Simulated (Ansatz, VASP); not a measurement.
## RbBr: VASP beside Ansatz

```xyz
2
Lattice="4.2199 0.0000 0.0000 -2.1100 3.6546 0.0000 0.0000 0.0000 5.9133" Properties=species:S:1:pos:R:3 pbc="T T T"
Rb    0.0000    0.0000    2.9566
Br    0.0000    0.0000    0.0000
```

Alike in both runs: task relaxation of cell and atoms; functional PBE; k mesh 4 × 4 × 3; occupations gaussian, width 0.15 eV; no spin polarisation.

|  | VASP | Ansatz |
| --- | --- | --- |
| version | VASP 6.6.1 | Ansatz 0.2.0 |
| potentials or method | VASP PAW PBE potentials, release 64 (Rb_sv, Br), cutoff 500 eV | scalar-relativistic, plane waves, PAW |
| valence electrons in the cell | 16 | 16 |

```tsv
	VASP	Ansatz	Ansatz less VASP
gap on the k mesh at the Fermi level, each at its own relaxed structure (eV)	3.19	2.41	-0.777
relaxed volume (Å³/atom)	116.30	74.24	-42.061
relaxed cell length with the largest relative difference (Å)	6.525	5.252	-1.2734
```

One of these differences is far larger than is usual between the two programs; its cause wasn't traced.

The k mesh is coarse, so the values compare programs but aren't converged. Noted on VASP's run: the volume moved by over 15 % at a fixed basis, so the end points are rough.
